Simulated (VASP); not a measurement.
# KCl (P4/mmm) in VASP: a series of runs

Runs on KCl. Level: PBE. Tasks: single point.

Everything below comes from runs of VASP 6.6.1. Logs are shortened: lines on timing, memory, paths and dates and some standing lists are left out, and cuts for length are marked.

## 1. The cell of the first run

It takes space group P4/mmm (No. 123, tetragonal). Conventional cell: a = 3.670 Å, b = 3.670 Å, c = 3.634 Å, α = 90.00°, β = 90.00°, γ = 90.00°. Within 4.2 Å of K (site symmetry 4/mmm) lie 8 Cl at 3.17 Å and 6 K at 3.63 to 3.67 Å. Within 4.2 Å of Cl (site symmetry 4/mmm) lie 8 K at 3.17 Å and 6 Cl at 3.63 to 3.67 Å.

## 2. Single point, PBE (equal xx and yy strain of +1 %)

Contents of INCAR:

```
PREC = Accurate ; ENCUT = 520
EDIFF = 1E-7 ; ISMEAR = -1
SIGMA = 0.02 ; LREAL = False
LASPH = True ; NELM = 100
ALGO = Normal ; ISIF = 2
LWAVE = False ; LCHARG = True
GGA = PE ; LELF = True
LVHAR = True ; NBANDS = 15
```

Contents of KPOINTS:

```
regular mesh
0
Gamma
  7 7 7
```

Contents of POSCAR:

```
KCl
1.0
    3.6703400000      0.0000000000      0.0000000000
    0.0000000000      3.6703400000      0.0000000000
    0.0000000000      0.0000000000      3.6340000000
K Cl
1 1
Direct
    0.0000000000      0.0000000000      0.0000000000
    0.5000000000      0.5000000000      0.5000000000
```

Potentials or basis: VASP PAW PBE potentials, release 64 (K_sv, Cl).

Run with:

```
$ cat potpaw_PBE.64/K_sv/POTCAR potpaw_PBE.64/Cl/POTCAR > POTCAR
$ mpirun -np 1 vasp_std > vasp.out
```

OUTCAR:

```text
PREC = Accurate
   ENCUT = 520
   EDIFF = 1E-7
   ISMEAR = -1
   LREAL = False
   LASPH = True
   NELM = 100
   ISIF = 2
   GGA = PE

 ion  position               nearest neighbor table
   1  0.000  0.000  0.000-   2 3.17   2 3.17   2 3.17   2 3.17   2 3.17   2 3.17   2 3.17   2 3.17

   2  0.500  0.500  0.500-   1 3.17   1 3.17   1 3.17   1 3.17   1 3.17   1 3.17   1 3.17   1 3.17

  LATTYP: Found a simple tetragonal cell.
 ALAT       =     3.6703400000
 C/A-ratio  =     0.9900990099

  Lattice vectors:

 A1 = (   3.6703400000,   0.0000000000,   0.0000000000)
 A2 = (   0.0000000000,   3.6703400000,   0.0000000000)
 A3 = (   0.0000000000,   0.0000000000,   3.6340000000)

Analysis of symmetry for initial positions (statically):
=====================================================================
 Subroutine PRICEL returns:
 Original cell was already a primitive cell.

 Routine SETGRP: Setting up the symmetry group for a
 simple tetragonal supercell.

 Subroutine GETGRP returns: Found 16 space group operations
 (whereof 16 operations were pure point group operations)
 out of a pool of 16 trial point group operations.

The static configuration has the point symmetry D_4h.

Analysis of symmetry for dynamics (positions and initial velocities):
=====================================================================
 Subroutine PRICEL returns:
 Original cell was already a primitive cell.

 Routine SETGRP: Setting up the symmetry group for a
 simple tetragonal supercell.

 Subroutine GETGRP returns: Found 16 space group operations
 (whereof 16 operations were pure point group operations)
 out of a pool of 16 trial point group operations.

The dynamic configuration has the point symmetry D_4h.

 Subroutine INISYM returns: Found 16 space group operations
 (whereof 16 operations are pure point group operations),
 and found     1 'primitive' translations

----------------------------------------------------------------------------------------

                                     Primitive cell

  volume of cell :      48.9551

  direct lattice vectors                    reciprocal lattice vectors
     3.670340000  0.000000000  0.000000000     0.272454323  0.000000000  0.000000000
     0.000000000  3.670340000  0.000000000     0.000000000  0.272454323  0.000000000
     0.000000000  0.000000000  3.634000000     0.000000000  0.000000000  0.275178866

  length of vectors
[... 81 lines left out ...]
   NELM   =    100;   NELMIN=  2; NELMDL= -5     # of ELM steps
   EDIFF  = 0.1E-06   stopping-criterion for ELM
   LREAL  =      F    real-space projection
   EDIFFG = 0.1E-05   stopping-criterion for IOM
   NSW    =      0    number of steps for IOM
   IBRION =     -1    ionic relax: 0-MD 1-quasi-New 2-CG
   NFREE  =      0    steps in history (QN), initial steepest desc. (CG)
   ISIF   =      2    stress and relaxation
   ISYM   =      2    0-nonsym 1-usesym 2-fastsym
   POTIM  = 0.5000    time-step for ionic-motion
   TEBEG  =    0.0;   TEEND  =   0.0 temperature during run
   PSTRESS=    0.0 pullay stress
   NELECT =      16.0000    total number of electrons
   NUPDOWN=      -1.0000    fix difference up-down
   EMIN   =  10.00;   EMAX   =-10.00  energy-range for DOS
   EFERMI =   0.00;   METHOD = LEGACY
   ISMEAR =    -1;   SIGMA  =   0.02  broadening in eV -4-tet -1-fermi 0-gaus
   EFERMI_NEDOS =   21; number of points for ismear=-14 and -15
   IALGO  =     38    algorithm
   IMIX   =      4    mixing-type and parameters
     AMIX     =   0.40;   BMIX     =  1.00
     AMIX_MAG =   1.60;   BMIX_MAG =  1.00
  volume/ion in A,a.u.               =      24.48       165.18
  Fermi-wavevector in a.u.,A,eV,Ry     =   1.127671  2.130989 17.301731  1.271641
  Thomas-Fermi vector in A             =   2.264358
   LORBIT       =      0    0 simple, 1 ext, 2 COOP (PROOUT), +10 PAW based schemes
   GGA     = PE    functional components
[... 5 lines left out ...]
 non-spin polarized calculation
  energy-cutoff  :      520.00
  volume of cell :       48.96
 maximum number of plane-waves:      1341
 NGX is ok and might be reduce to    28
   NGX = 13   NGY = 13   NGZ = 13

 number of electron      15.9999995 magnetization

 Free energy of the ion-electron system (eV)
  ---------------------------------------------------
  ext. energy  EPLUGINS =         0.00000000
  ---------------------------------------------------
  free energy    TOTEN  =        -6.57493300 eV

  energy without entropy =       -6.57493300  energy(sigma->0) =       -6.57493300

 E-fermi :   0.4758     XC(G=0):  -8.7174

 val. band max:       -0.0457366898   @ k =   0.4286   0.4286   0.0000
 cond. band min:       5.4198910044   @ k =   0.0000   0.0000   0.0000
 fundamental gap:      5.4656276942
 Fermi energy:         0.4757994903

 k-point     1 :       0.0000    0.0000    0.0000
  band No.  band energies     occupation
      1     -27.8937      2.00000
      2     -12.9209      2.00000
      3     -11.2488      2.00000
      4     -11.2488      2.00000
      5     -11.2393      2.00000
      6      -0.3014      2.00000
      7      -0.3014      2.00000
      8      -0.2391      2.00000
      9       5.4199      0.00000
     10       6.3268      0.00000
     11       6.3749      0.00000
     12      10.9105      0.00000
     13      10.9912      0.00000
     14      10.9912      0.00000
[... 401 lines left out ...]
      2     -12.8496      2.00000
      3     -11.4688      2.00000
      4     -11.2790      2.00000
      5     -11.1749      2.00000
      6      -1.7149      2.00000
      7      -1.0937      2.00000
      8      -0.1964      2.00000
      9       7.0238      0.00000
     10       7.7823      0.00000
     11       9.4665      0.00000
     12       9.8597      0.00000
     13       9.9501      0.00000
     14      11.1660      0.00000
     15      12.6956      0.00000

 [... further k-points ...]
[... 5 lines left out ...]
  --------------------------------------------------------------------------------------
  -------------------------------------------------------------------------------------
  Total        1.1057909      1.1057909      1.2603823      0.0000000      0.0000000     -0.0000000
  in kB       36.1897899     36.1897899     41.2491847      0.0000000      0.0000000     -0.0000000
  external PRESSURE =      37.8762548 kB  Pullay stress =       0.0000000 kB

 VOLUME and BASIS-vectors are now :
 -----------------------------------------------------------------------------
  energy-cutoff  :      520.00
  volume of cell :       48.96
      direct lattice vectors                 reciprocal lattice vectors
     3.670340000  0.000000000  0.000000000     0.272454323  0.000000000  0.000000000
     0.000000000  3.670340000  0.000000000     0.000000000  0.272454323  0.000000000
     0.000000000  0.000000000  3.634000000     0.000000000  0.000000000  0.275178866

 POSITION                                       TOTAL-FORCE (eV/Angst)
 -----------------------------------------------------------------------------------
      0.00000      0.00000      0.00000         0.000000      0.000000      0.000000
      1.83517      1.83517      1.81700         0.000000      0.000000      0.000000
 -----------------------------------------------------------------------------------
    total drift:                                0.000000      0.000000      0.000000

  FREE ENERGIE OF THE ION-ELECTRON SYSTEM (eV)
  ---------------------------------------------------
  free  energy   TOTEN  =        -6.5749330022 eV

  energy  without entropy=       -6.5749330022  energy(sigma->0) =       -6.57493300
```

OSZICAR:

```text
N       E                     dE             d eps       ncg     rms          rms(c)
DAV:   1     0.105807521983E+03    0.10581E+03   -0.73933E+03  1200   0.990E+02
DAV:   2    -0.123579286622E+01   -0.10704E+03   -0.98682E+02  1582   0.250E+02
DAV:   3    -0.667495781309E+01   -0.54392E+01   -0.54088E+01  1634   0.497E+01
DAV:   4    -0.685812450109E+01   -0.18317E+00   -0.18314E+00  1766   0.842E+00
DAV:   5    -0.685944378533E+01   -0.13193E-02   -0.13193E-02  1690   0.822E-01    0.355E+00
DAV:   6    -0.660335981251E+01    0.25608E+00   -0.26832E-01  1501   0.333E+00    0.298E+00
DAV:   7    -0.657257225181E+01    0.30788E-01   -0.89484E-02  1606   0.207E+00    0.172E+00
DAV:   8    -0.657476575029E+01   -0.21935E-02   -0.15911E-02  1656   0.101E+00    0.222E-01
DAV:   9    -0.657473480581E+01    0.30944E-04   -0.58367E-04  1620   0.170E-01    0.971E-02
DAV:  10    -0.657493511352E+01   -0.20031E-03   -0.26953E-04  1361   0.132E-01    0.254E-02
DAV:  11    -0.657493306229E+01    0.20512E-05   -0.73533E-06  1706   0.206E-02    0.659E-03
DAV:  12    -0.657493296950E+01    0.92794E-07   -0.12038E-06  1340   0.929E-03    0.163E-03
DAV:  13    -0.657493300219E+01   -0.32687E-07   -0.63556E-08  1370   0.233E-03
   1 F= -.65749330E+01 E0= -.65749330E+01  d E =-.709631E-13
```

Wall time 76 s (1 thread of AMD EPYC 7R13, shared host); peak memory 0.14 GiB.

Results:

* Free energy: -6.5749 eV
* Pressure: 3.8 GPa
* Band gap on the k mesh: 5.47 eV, indirect (least direct gap 5.66 eV)

Stress tensor (GPa, compression positive):
```
3.62 0.00 0.00
0.00 3.62 0.00
0.00 0.00 4.12
```

Caveat: the cell differs from its parent crystal (equal xx and yy strain of +1 %).

## 3. Single point, PBE (equal xx and yy strain of +3 %)

Contents of INCAR:

```
ALGO = Normal ; EDIFF = 1E-7
ENCUT = 520 ; GGA = PE
ISIF = 2 ; ISMEAR = -1
LASPH = True ; LCHARG = True
LELF = True ; LREAL = False
LVHAR = True ; LWAVE = False
NBANDS = 15 ; NELM = 100
PREC = Accurate ; SIGMA = 0.02
```

Contents of KPOINTS:

```
k-points
0
Gamma
  7 7 7
```

Contents of POSCAR:

```
KCl
1.0
    3.7430200000      0.0000000000      0.0000000000
    0.0000000000      3.7430200000      0.0000000000
    0.0000000000      0.0000000000      3.6340000000
K Cl
1 1
Direct
    0.0000000000      0.0000000000      0.0000000000
    0.5000000000      0.5000000000      0.5000000000
```

Potentials or basis: VASP PAW PBE potentials, release 64 (K_sv, Cl).

Run with:

```
$ cat potpaw_PBE.64/K_sv/POTCAR potpaw_PBE.64/Cl/POTCAR > POTCAR
$ mpirun -np 1 vasp_std > vasp.out
```

It took 54 s on 1 thread of AMD EPYC 7R13, shared host; peak memory 0.14 GiB.

It converged, with:

```yaml
Free_energy: -6.6098 eV
Pressure: 2.5 GPa
Band_gap_on_the_k_mesh: 5.18 eV, indirect (least direct gap 5.36 eV)
```

Stress tensor (GPa, compression positive):
```
2.02 0.00 0.00
0.00 2.02 0.00
0.00 0.00 3.46
```

Levels at points of the mesh, in eV from the valence-band top:
| k point | band 6 | band 7 | band 8 | band 9 | band 10 | band 11 |
| --- | --- | --- | --- | --- | --- | --- |
| (0.00, 0.00, 0.00) | -0.36 | -0.36 | -0.18 | 5.18 | 6.31 | 6.46 |

Caveat: the cell differs from its parent crystal (equal xx and yy strain of +3 %). A k mesh can miss the band edges.
